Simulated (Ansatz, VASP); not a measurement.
One calculation of Y3AlN4, two programs

```
CELL_PARAMETERS angstrom
0.00000 4.56572 3.49142
3.47989 0.00000 3.49142
3.47989 4.56572 0.00000
ATOMIC_POSITIONS crystal
Y 0.26126 0.26126 0.23874
Y 0.76126 0.76126 0.73874
Y 0.50975 0.50975 0.49025
Al 0.05558 0.05558 0.94442
N 0.98519 0.43798 0.01481
N 0.43798 0.98519 0.56202
N 0.22778 0.76102 0.23898
N 0.76102 0.22778 0.77222
```

Change from the starting cell: the structure that the rattled cell fell into.

Alike in both runs: task single point; functional PBE; k mesh 4 × 4 × 4; occupations gaussian, width 0.1 eV; no spin polarisation.

```csv
,VASP,Ansatz
version,VASP 6.6.1,Ansatz 0.2.0
potentials or method,"VASP PAW PBE potentials, release 64 (Y_sv, Al, N), cutoff 520 eV","scalar-relativistic, plane waves, PAW"
valence electrons in the cell,56,56
```

```csv
,VASP,Ansatz,Ansatz less VASP
gap on the k mesh at the Fermi level (eV),0.98,0.98,+0.004
least direct gap on the mesh (eV),1.30,1.31,+0.004
pressure (GPa),-0.2,0.0,+0.17
"traceless stress, the component that is largest in VASP (GPa)",-0.05,-0.01,+0.039
```

With one functional, cell and mesh, what is left measures potentials, basis and numerics.
